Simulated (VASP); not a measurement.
# CdTe (gw) (I-4m2) in VASP: notebook

The runs below take CdTe (gw) through single point, with PBEsol.

Program: VASP 6.6.1. These are calculated values, not measurements. Logs are shortened: lines on timing, memory, paths and dates and some standing lists are left out, and cuts for length are marked.

## 1. The cell of the first run

It takes space group I-4m2 (No. 119, tetragonal). Conventional cell: a = 4.456 Å, b = 4.456 Å, c = 6.739 Å, α = 90.00°, β = 90.00°, γ = 90.00°. Cd (site symmetry -4m2) has 4 Te at 2.79 Å within 3.7 Å. Te (site symmetry -4m2) has 4 Cd at 2.79 Å within 3.7 Å.

## 2. Single point, PBEsol

Input file INCAR:

```
SYSTEM = CdTe
PREC = Accurate
ENCUT = 500
EDIFF = 1E-6
ISMEAR = 0
SIGMA = 0.01
LREAL = .FALSE.
LASPH = .TRUE.
NELM = 120
ALGO = Normal
ISIF = 2
LWAVE = .FALSE.
LCHARG = .FALSE.
GGA = PS
NBANDS = 16
GGA_COMPAT = .FALSE.
```

Input file KPOINTS:

```
Automatic mesh
0
G
  4 4 4
  0 0 0
```

Input file POSCAR:

```
CdTe
1.0
    0.0000000000      3.1511616752      3.3693021237
    3.1511616752      0.0000000000      3.3693021237
    3.1511616752      3.1511616752      0.0000000000
Cd Te
1 1
Direct
    0.0000000000      0.0000000000      0.0000000000
    0.2500000000      0.2500000000      0.2500000000
```

Potentials or basis: VASP PAW PBE potentials, release 64 (Cd, Te).

Started as:

```bash
$ cat potpaw_PBE.64/Cd/POTCAR potpaw_PBE.64/Te/POTCAR > POTCAR
$ mpirun -np 1 vasp_std > vasp.out
```

OUTCAR:

```text
SYSTEM = CdTe
   PREC = Accurate
   ENCUT = 500
   EDIFF = 1E-6
   ISMEAR = 0
   LREAL = .FALSE.
   LASPH = .TRUE.
   NELM = 120
   ISIF = 2
   GGA = PS

 ion  position               nearest neighbor table
   1  0.000  0.000  0.000-   2 2.79   2 2.79   2 2.79   2 2.79
   2  0.250  0.250  0.250-   1 2.79   1 2.79   1 2.79   1 2.79

  LATTYP: Found a body centered tetragonal cell.
 ALAT       =     4.4564155783
 C/A-ratio  =     1.5121130714

  Lattice vectors:

 A1 = (  -3.1511616752,   0.0000000000,   3.3693021237)
 A2 = (   3.1511616752,   0.0000000000,   3.3693021237)
 A3 = (   0.0000000000,   3.1511616752,  -3.3693021237)

Analysis of symmetry for initial positions (statically):
=====================================================================
 Subroutine PRICEL returns:
 Original cell was already a primitive cell.

 Routine SETGRP: Setting up the symmetry group for a
 body centered tetragonal supercell.

 Subroutine GETGRP returns: Found  8 space group operations
 (whereof  8 operations were pure point group operations)
 out of a pool of 16 trial point group operations.

The static configuration has the point symmetry D_2d.

Analysis of symmetry for dynamics (positions and initial velocities):
=====================================================================
 Subroutine PRICEL returns:
 Original cell was already a primitive cell.

 Routine SETGRP: Setting up the symmetry group for a
 body centered tetragonal supercell.

 Subroutine GETGRP returns: Found  8 space group operations
 (whereof  8 operations were pure point group operations)
 out of a pool of 16 trial point group operations.

The dynamic configuration has the point symmetry D_2d.

 Subroutine INISYM returns: Found  8 space group operations
 (whereof  8 operations are pure point group operations),
 and found     1 'primitive' translations

----------------------------------------------------------------------------------------

                                     Primitive cell

  volume of cell :      66.9131

  direct lattice vectors                    reciprocal lattice vectors
     0.000000000  3.151161675  3.369302124    -0.158671643  0.158671643  0.148398684
     3.151161675  0.000000000  3.369302124     0.158671643 -0.158671643  0.148398684
     3.151161675  3.151161675  0.000000000     0.158671643  0.158671643 -0.148398684

  length of vectors
     4.613243621  4.613243621  4.456415578     0.269027043  0.269027043  0.269027043

  position of ions in fractional coordinates (direct lattice)
     0.000000000  0.000000000  0.000000000
     0.250000000  0.250000000  0.250000000

  ion indices of the primitive-cell ions
   primitive index   ion index
                 1           1
                 2           2

----------------------------------------------------------------------------------------

 KPOINTS: Automatic mesh

Automatic generation of k-mesh.
 Grid dimensions read from file:
 generate k-points for:    4    4    4

 Generating k-lattice:

  Cartesian coordinates                     Fractional coordinates (reciprocal lattice)
    -0.039667911  0.039667911  0.037099671     0.250000000  0.000000000  0.000000000
     0.039667911 -0.039667911  0.037099671     0.000000000  0.250000000  0.000000000
     0.039667911  0.039667911 -0.037099671     0.000000000  0.000000000  0.250000000

  Length of vectors
     0.067256761  0.067256761  0.067256761

  Shift w.r.t. Gamma in fractional coordinates (k-lattice)
     0.000000000  0.000000000  0.000000000

 Subroutine IBZKPT returns following result:
 ===========================================

 Found     13 irreducible k-points:

 Following reciprocal coordinates:
            Coordinates               Weight
  0.000000  0.000000  0.000000      1.000000
  0.250000  0.000000  0.000000      8.000000
  0.500000  0.000000  0.000000      4.000000
  0.250000  0.250000  0.000000      2.000000
  0.500000  0.250000  0.000000      8.000000
 -0.250000  0.250000  0.000000      4.000000
  0.500000  0.500000  0.000000      1.000000
  0.250000  0.000000  0.250000      4.000000
  0.500000  0.000000  0.250000     16.000000
 -0.250000  0.000000  0.250000      8.000000
 -0.250000  0.500000  0.250000      4.000000
  0.500000  0.000000  0.500000      2.000000
 -0.250000  0.250000  0.500000      2.000000
   k-points           NKPTS =     13   k-points in BZ     NKDIM =     13   number of bands    NBANDS=     16
   number of dos      NEDOS =    301   number of ions     NIONS =      2
   total plane-waves  NPLWV =  46656
   dimension x,y,z NGX =    36 NGY =   36 NGZ =   36
   dimension x,y,z NGXF=    72 NGYF=   72 NGZF=   72
   ions per type =               1   1
   NGX,Y,Z   is equivalent  to a cutoff of  12.97, 12.97, 13.43 a.u.
   NGXF,Y,Z  is equivalent  to a cutoff of  25.95, 25.95, 26.86 a.u.
 SYSTEM =  CdTe
   PREC   = accura    normal or accurate (medium, high low for compatibility)
   ISTART =      0    job   : 0-new  1-cont  2-samecut
   ICHARG =      2    charge: 1-file 2-atom 10-const
   ISPIN  =      1    spin polarized calculation?
   LNONCOLLINEAR =      F non collinear calculations
   LSORBIT =      F    spin-orbit coupling
   LASPH  =      T    aspherical Exc in radial PAW
   ENCUT  =  500.0 eV  36.75 Ry    6.06 a.u.   8.41  8.41  8.13*2*pi/ulx,y,z
   NELM   =    120;   NELMIN=  2; NELMDL= -5     # of ELM steps
   EDIFF  = 0.1E-05   stopping-criterion for ELM
   LREAL  =      F    real-space projection
   EDIFFG = 0.1E-04   stopping-criterion for IOM
   NSW    =      0    number of steps for IOM
   IBRION =     -1    ionic relax: 0-MD 1-quasi-New 2-CG
   NFREE  =      0    steps in history (QN), initial steepest desc. (CG)
   ISIF   =      2    stress and relaxation
   ISYM   =      2    0-nonsym 1-usesym 2-fastsym
   POTIM  = 0.5000    time-step for ionic-motion
   TEBEG  =    0.0;   TEEND  =   0.0 temperature during run
   PSTRESS=    0.0 pullay stress
   NELECT =      18.0000    total number of electrons
   NUPDOWN=      -1.0000    fix difference up-down
   EMIN   =  10.00;   EMAX   =-10.00  energy-range for DOS
   EFERMI =   0.00;   METHOD = LEGACY
   ISMEAR =     0;   SIGMA  =   0.01  broadening in eV -4-tet -1-fermi 0-gaus
   EFERMI_NEDOS =   21; number of points for ismear=-14 and -15
   IALGO  =     38    algorithm
   IMIX   =      4    mixing-type and parameters
     AMIX     =   0.40;   BMIX     =  1.00
     AMIX_MAG =   1.60;   BMIX_MAG =  1.00
  volume/ion in A,a.u.               =      33.46       225.78
  Fermi-wavevector in a.u.,A,eV,Ry     =   1.056806  1.997074 15.195513  1.116839
  Thomas-Fermi vector in A             =   2.192055
   LORBIT       =      0    0 simple, 1 ext, 2 COOP (PROOUT), +10 PAW based schemes
   GGA     = PS    functional components
   LHFCALC =     F    Hartree Fock is set to
   AEXX    =    0.0000 exact exchange contribution
   IVDW    =     0    specifies the selected vdW correction
   LEPSILON=     F    determine dielectric tensor
   LRPA    =     F    only Hartree local field effects (RPA)
 non-spin polarized calculation
 Gauss-broadening in eV      SIGMA  =   0.01
  energy-cutoff  :      500.00
  volume of cell :       66.91
 maximum number of plane-waves:      1745
 NGX is ok and might be reduce to    36
   NGX = 17   NGY = 17   NGZ = 17

 number of electron      17.9999995 magnetization

 Free energy of the ion-electron system (eV)
  ---------------------------------------------------
  ext. energy  EPLUGINS =         0.00000000
  ---------------------------------------------------
  free energy    TOTEN  =        -5.40421778 eV

  energy without entropy =       -5.40421778  energy(sigma->0) =       -5.40421778

 E-fermi :   2.5397     XC(G=0):  -8.8470

 val. band max:        2.4752747888   @ k =   0.0000   0.0000   0.0000
 cond. band min:       3.0729046809   @ k =   0.0000   0.0000   0.0000
 fundamental gap:      0.5976298921
 Fermi energy:         2.5397194047

 k-point     1 :       0.0000    0.0000    0.0000
  band No.  band energies     occupation
      1      -8.9049      2.00000
      2      -5.9634      2.00000
      3      -5.9446      2.00000
      4      -5.9446      2.00000
      5      -5.6849      2.00000
      6      -5.6728      2.00000
[... 8 lines left out ...]
     15      11.1814      0.00000
     16      11.6985      0.00000

 k-point     2 :       0.2500    0.0000    0.0000
  band No.  band energies     occupation
      1      -8.6908      2.00000
      2      -5.9214      2.00000
      3      -5.9063      2.00000
      4      -5.7582      2.00000
      5      -5.6783      2.00000
      6      -5.6738      2.00000
[... 8 lines left out ...]
     15      10.9178      0.00000
     16      10.9207      0.00000

 k-point     3 :       0.5000    0.0000    0.0000
  band No.  band energies     occupation
      1      -8.4784      2.00000
      2      -5.8951      2.00000
      3      -5.8752      2.00000
      4      -5.6753      2.00000
      5      -5.6660      2.00000
      6      -5.3163      2.00000
[... 8 lines left out ...]
     15      12.4993      0.00000
     16      12.8301      0.00000

 k-point     4 :       0.2500    0.2500    0.0000
  band No.  band energies     occupation
      1      -8.6383      2.00000
      2      -5.8653      2.00000
      3      -5.8653      2.00000
      4      -5.7857      2.00000
      5      -5.6886      2.00000
      6      -5.6611      2.00000
[... 8 lines left out ...]
     15      12.6476      0.00000
     16      12.6926      0.00000
[... 115 lines left out ...]
 k-point    11 :      -0.2500    0.5000    0.2500
  band No.  band energies     occupation
      1      -8.3573      2.00000
      2      -5.8279      2.00000
      3      -5.8125      2.00000
      4      -5.7122      2.00000
      5      -5.6769      2.00000
      6      -5.0986      2.00000
[... 8 lines left out ...]
     15      13.1784      0.00000
     16      13.5161      0.00000

 k-point    12 :       0.5000    0.0000    0.5000
  band No.  band energies     occupation
      1      -8.3374      2.00000
      2      -5.8036      2.00000
      3      -5.8014      2.00000
      4      -5.7565      2.00000
      5      -5.6473      2.00000
      6      -5.1348      2.00000
[... 8 lines left out ...]
     15      12.7884      0.00000
     16      13.7649      0.00000

 k-point    13 :      -0.2500    0.2500    0.5000
  band No.  band energies     occupation
      1      -8.3384      2.00000
      2      -5.8434      2.00000
      3      -5.8027      2.00000
      4      -5.7098      2.00000
      5      -5.6851      2.00000
      6      -5.0580      2.00000
[... 8 lines left out ...]
     15      13.9609      0.00000
     16      14.1109      0.00000

------------------------ aborting loop because EDIFF is reached ----------------------------------------

  FORCE on cell =-STRESS in cart. coord.  units (eV):
  Direction    XX          YY          ZZ          XY          YZ          ZX
  --------------------------------------------------------------------------------------
  -------------------------------------------------------------------------------------
  Total        0.7019115      0.7019115      0.1654837      0.0000000      0.0000000      0.0000000
  in kB       16.8066682     16.8066682      3.9623658      0.0000000      0.0000000      0.0000000
  external PRESSURE =      12.5252341 kB  Pullay stress =       0.0000000 kB

 VOLUME and BASIS-vectors are now :
 -----------------------------------------------------------------------------
  energy-cutoff  :      500.00
  volume of cell :       66.91
      direct lattice vectors                 reciprocal lattice vectors
     0.000000000  3.151161675  3.369302124    -0.158671643  0.158671643  0.148398684
     3.151161675  0.000000000  3.369302124     0.158671643 -0.158671643  0.148398684
     3.151161675  3.151161675  0.000000000     0.158671643  0.158671643 -0.148398684

 POSITION                                       TOTAL-FORCE (eV/Angst)
 -----------------------------------------------------------------------------------
      0.00000      0.00000      0.00000         0.000000      0.000000      0.000000
      1.57558      1.57558      1.68465        -0.000000     -0.000000      0.000000
 -----------------------------------------------------------------------------------
    total drift:                                0.000000      0.000000     -0.000000

  FREE ENERGIE OF THE ION-ELECTRON SYSTEM (eV)
  ---------------------------------------------------
  free  energy   TOTEN  =        -5.4042177838 eV

  energy  without entropy=       -5.4042177838  energy(sigma->0) =       -5.40421778
```

Wall time 25 s (1 thread of Intel Xeon 6975P-C, shared host); peak memory 0.2 GiB.

Results:

| Quantity | Value |
| --- | --- |
| Free energy | -5.4042 eV |
| Pressure | 1.3 GPa |
| Band gap on the k mesh | 0.60 eV, direct |

Levels at points of the mesh, in eV from the valence-band top:
```
           k point  band 5  band 6  band 7  band 8  band 9  band 10  band 11  band 12  band 13  band 14
(0.00, 0.00, 0.00)   -8.16   -8.15   -0.26    0.00    0.00     0.60     4.45     4.45     4.47     7.23
(0.50, 0.00, 0.00)   -8.14   -7.79   -4.66   -1.07   -0.71     1.61     4.88     5.24     6.88     8.45
(0.50, 0.50, 0.00)   -8.12   -7.73   -4.74   -1.82   -1.82     2.54     2.84     8.39     9.06     9.06
(0.50, 0.00, 0.50)   -8.12   -7.61   -4.41   -2.17   -2.07     2.27     2.33     8.69     8.83     9.13
```

Caveat: the k points lie up to 0.42 Å⁻¹ apart; the PAW data sets were made with another functional, which shifts forces and pressure a little; spin-orbit coupling is left out, which moves the levels of the heavy elements.

## 3. Single point, PBEsol

Input file INCAR:

```
PREC = Accurate
ENCUT = 500
EDIFF = 1E-6
ISMEAR = 0
SIGMA = 0.01
LREAL = F
LASPH = T
NELM = 120
ALGO = Normal
ISIF = 2
LWAVE = F
LCHARG = F
GGA = PS
NBANDS = 16
GGA_COMPAT = F
```

Input file KPOINTS:

```
Automatic mesh
0
Gamma
  4 4 4
```

POSCAR is that of step 2.

Potentials or basis: VASP PAW PBE potentials, release 64 (Cd, Te).

Started as:

```bash
$ cat potpaw_PBE.64/Cd/POTCAR potpaw_PBE.64/Te/POTCAR > POTCAR
$ mpirun -np 1 vasp_std > vasp.out
```

OUTCAR:

```text
PREC = Accurate
   ENCUT = 500
   EDIFF = 1E-6
   ISMEAR = 0
   LREAL = F
   LASPH = T
   NELM = 120
   ISIF = 2
   GGA = PS

 ion  position               nearest neighbor table
   1  0.000  0.000  0.000-   2 2.79   2 2.79   2 2.79   2 2.79
   2  0.250  0.250  0.250-   1 2.79   1 2.79   1 2.79   1 2.79

  LATTYP: Found a body centered tetragonal cell.
 ALAT       =     4.4564155783
 C/A-ratio  =     1.5121130714

  Lattice vectors:

 A1 = (  -3.1511616752,   0.0000000000,   3.3693021237)
 A2 = (   3.1511616752,   0.0000000000,   3.3693021237)
 A3 = (   0.0000000000,   3.1511616752,  -3.3693021237)

Analysis of symmetry for initial positions (statically):
=====================================================================
 Subroutine PRICEL returns:
 Original cell was already a primitive cell.

 Routine SETGRP: Setting up the symmetry group for a
 body centered tetragonal supercell.

 Subroutine GETGRP returns: Found  8 space group operations
 (whereof  8 operations were pure point group operations)
 out of a pool of 16 trial point group operations.

The static configuration has the point symmetry D_2d.
[... 147 lines left out ...]

  energy without entropy =       -5.40421778  energy(sigma->0) =       -5.40421778

 E-fermi :   2.5397     XC(G=0):  -8.8470

 val. band max:        2.4752747888   @ k =   0.0000   0.0000   0.0000
 cond. band min:       3.0729046809   @ k =   0.0000   0.0000   0.0000
 fundamental gap:      0.5976298921
 Fermi energy:         2.5397194047

 k-point     1 :       0.0000    0.0000    0.0000
  band No.  band energies     occupation
      1      -8.9049      2.00000
      2      -5.9634      2.00000
      3      -5.9446      2.00000
      4      -5.9446      2.00000
      5      -5.6849      2.00000
      6      -5.6728      2.00000
[... 224 lines left out ...]
      3      -5.8027      2.00000
      4      -5.7098      2.00000
      5      -5.6851      2.00000
      6      -5.0580      2.00000
[... 8 lines left out ...]
     15      13.9609      0.00000
     16      14.1109      0.00000

------------------------ aborting loop because EDIFF is reached ----------------------------------------

  FORCE on cell =-STRESS in cart. coord.  units (eV):
  Direction    XX          YY          ZZ          XY          YZ          ZX
  --------------------------------------------------------------------------------------
  -------------------------------------------------------------------------------------
  Total        0.7019115      0.7019115      0.1654837      0.0000000      0.0000000      0.0000000
  in kB       16.8066682     16.8066682      3.9623658      0.0000000      0.0000000      0.0000000
  external PRESSURE =      12.5252341 kB  Pullay stress =       0.0000000 kB

 VOLUME and BASIS-vectors are now :
 -----------------------------------------------------------------------------
  energy-cutoff  :      500.00
  volume of cell :       66.91
      direct lattice vectors                 reciprocal lattice vectors
     0.000000000  3.151161675  3.369302124    -0.158671643  0.158671643  0.148398684
     3.151161675  0.000000000  3.369302124     0.158671643 -0.158671643  0.148398684
     3.151161675  3.151161675  0.000000000     0.158671643  0.158671643 -0.148398684

 POSITION                                       TOTAL-FORCE (eV/Angst)
 -----------------------------------------------------------------------------------
      0.00000      0.00000      0.00000         0.000000      0.000000      0.000000
      1.57558      1.57558      1.68465        -0.000000     -0.000000      0.000000
 -----------------------------------------------------------------------------------
    total drift:                                0.000000      0.000000     -0.000000

  FREE ENERGIE OF THE ION-ELECTRON SYSTEM (eV)
  ---------------------------------------------------
  free  energy   TOTEN  =        -5.4042177838 eV

  energy  without entropy=       -5.4042177838  energy(sigma->0) =       -5.40421778
```

stdout:

```text
POSCAR found type information on POSCAR CdTe
 POSCAR found :  2 types and       2 ions
 scaLAPACK will be used
 -----------------------------------------------------------------------------
|                                                                             |
|                                                                             |
|     You enforced a specific xc type in the INCAR file but a different       |
|     I HOPE YOU KNOW WHAT YOU ARE DOING!                                     |
|                                                                             |
 -----------------------------------------------------------------------------

 LDA part: xc-table for (Slater+PW92), standard interpolation
 POSCAR, INCAR and KPOINTS ok, starting setup
 FFT: planning ... GRIDC
 FFT: planning ... GRID_SOFT
 FFT: planning ... GRID
 WAVECAR not read
 entering main loop
```

Wall time 25 s (1 thread of Intel Xeon 6975P-C, shared host); peak memory 0.2 GiB.

Results:

* Free energy: -5.4042 eV
* Pressure: 1.3 GPa
* Band gap on the k mesh: 0.60 eV, direct

Stress tensor (GPa, compression positive):
```
1.68 0.00 0.00
0.00 1.68 0.00
0.00 0.00 0.40
```

Caveat: the k points lie up to 0.42 Å⁻¹ apart; the PAW data sets were made with another functional, which shifts forces and pressure a little; spin-orbit coupling is left out, which moves the levels of the heavy elements.
